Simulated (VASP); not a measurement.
Runs of VASP 6.6.1 on Zr. The structure is that of space group Pm-3m (No. 221), or close to it. The cells are those of the table. 

```tsv
cell	gap on the mesh (eV)	pressure (GPa)
a = 2.972 Å, 1 atom	none	-2.0
a = 3.010 Å, 1 atom	none	-4.0
a = 2.934 Å, 1 atom	none	(a)
a = 2.894 Å, 1 atom	none	3.1
```

Alike in all rows: task single point; level revPBE; potentials or basis VASP PAW PBE potentials, release 64 (Zr_sv); no spin polarisation; k mesh 12 × 12 × 12; cutoff (eV) 520; smearing fermi-dirac 0.1 eV.

Problem. Fill in the values left out.

Solution. (a) 0.4.

Caveats: the PAW data sets were made with another functional, which shifts forces and pressure a little.

A k mesh can miss the band edges, and the runs leave out spin-orbit coupling on Zr.

A gap of «none» marks levels without a gap at the run's occupations.
